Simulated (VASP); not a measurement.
The system is Cd2Se3.

```xyz
5
Lattice="4.8315 0.0000 0.0000 -2.4158 4.1842 0.0000 0.0000 0.0000 5.9928" Properties=species:S:1:pos:R:3 pbc="T T T"
Cd    0.0000    0.0000    0.0000
Cd    0.0000    2.7895    2.9964
Se    2.4158    1.3947    1.4519
Se    2.4158    1.3947    4.5409
Se    0.0000    0.0000    2.9964
```

The cell was generated, and may not be a known phase.

| Property | Result |
| --- | --- |
| Program | VASP 6.6.1 |
| Task | relaxation of cell and atoms |
| Functional | PBE |
| Potentials or basis | VASP PAW PBE potentials, release 64 (Cd, Se) |
| Cutoff | 600 eV |
| k mesh | 4 × 4 × 3 |
| Occupations | gaussian, width 0.2 eV |
| Spin | no spin polarisation |

At the start: pressure 1.6 GPa; volume 24.23 Å³/atom.

Q: Where does the relaxation end?

A: Over 29 steps the energy falls by 334.0 meV/atom and the volume is 29.96 Å³/atom (+23.6 %); space group P-6m2 (No. 187, to 0.1 Å) before and after.

Step by step:
```csv
step,energy change (eV),largest force (eV/Å),pressure (GPa),volume (Å³)
1,0.0000,1.0787,1.58,121.15
2,-0.1398,1.1018,-0.28,125.38
3,-0.3629,1.3802,-3.14,136.42
4,-0.2800,0.2722,-4.29,160.17
5,-0.4726,1.1936,-3.91,143.12
6,-0.5451,0.9386,-3.61,143.15
7,-0.6492,0.0847,-2.58,143.21
8,-0.6514,0.3859,-2.28,143.22
9,-0.7099,0.4274,-1.89,141.24
10,-0.8663,0.5622,-0.42,135.35
11,-1.0077,0.7991,4.31,123.76
12,-1.0544,0.6090,4.50,123.29
13,-1.1496,0.1543,5.28,121.76
14,-1.0796,0.2659,7.95,118.26
15,-1.1672,0.0871,6.12,120.49
16,-1.2710,0.2978,4.50,123.31
17,-1.4230,0.7901,0.61,131.96
18,-1.4287,0.8771,-0.08,133.92
19,-1.4532,0.8237,-0.08,134.44
20,-1.5180,0.6338,-0.02,136.01
21,-1.6002,0.0911,0.36,139.14
22,-1.4551,2.1404,2.33,145.42
23,-1.6082,0.2440,0.68,140.23
24,-1.6413,0.0556,0.18,143.46
25,-1.6617,0.1936,-0.38,148.28
26,-1.6622,0.2282,-0.45,148.98
27,-1.6684,0.0839,0.15,149.02
28,-1.6684,0.0818,0.16,149.02
29,-1.6699,0.0033,0.13,149.79
```

Final structure:
```cif
data_structure
_symmetry_space_group_name_H-M 'P 1'
_symmetry_Int_Tables_number 1
_cell_length_a 4.4308
_cell_length_b 4.4308
_cell_length_c 8.8100
_cell_angle_alpha 90.000
_cell_angle_beta 90.000
_cell_angle_gamma 120.000
_cell_volume 149.79
loop_
_atom_site_label
_atom_site_type_symbol
_atom_site_fract_x
_atom_site_fract_y
_atom_site_fract_z
_atom_site_occupancy
Cd1 Cd 0.00000 0.00000 0.00000 1
Cd2 Cd 0.33333 0.66667 0.50000 1
Se1 Se 0.66667 0.33333 0.14575 1
Se2 Se 0.66667 0.33333 0.85425 1
Se3 Se 0.00000 0.00000 0.50000 1
```

Caveat: the k points lie up to 0.41 Å⁻¹ apart in the final cell; the volume moved by over 15 % at a fixed basis, so the end points are rough.
